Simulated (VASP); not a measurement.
Sb, 2 atoms in the cell. Symmetry: P6_3/mmc, No. 194, hexagonal system. Conventional cell: a = 3.369 Å, b = 3.369 Å, c = 5.330 Å, α = 90.00°, β = 90.00°, γ = 120.00°. Within 4.3 Å of Sb (site symmetry -6m2) lie 12 Sb at 3.30 to 3.37 Å. This isn't the form of Sb at room conditions, which is rhombohedral.

```yaml
Program: VASP 6.6.1
Task: single point
Functional: r2SCAN
Potentials_or_basis: VASP PAW PBE potentials, release 64 (Sb)
Cutoff: 520 eV
k_mesh: 18 × 18 × 10
Occupations: gaussian, width 0.15 eV
Spin: no spin polarisation
Dipole_correction: no
Further_INCAR_settings: ALGO = Normal; EDIFF = 1e-07; NBANDS = 12
```

Potentials or basis: VASP PAW PBE potentials, release 64 (Sb).

Run with:

```console
$ cat potpaw_PBE.64/Sb/POTCAR > POTCAR
$ cp INCAR.step1 INCAR
$ mpirun -np 1 vasp_std > vasp.out
$ cp INCAR.step2 INCAR
$ mpirun -np 1 vasp_std > vasp.out
```

Hardware: 1 thread of Intel(R) Xeon(R) Platinum 8488C (Sapphire Rapids) (shared host).

**Question.** How long does it take, and how much memory?

**Answer.** It took 4.3 min on 1 thread of Intel(R) Xeon(R) Platinum 8488C (Sapphire Rapids) (shared host), peak memory 0.26 GiB. Counts: k points 222.
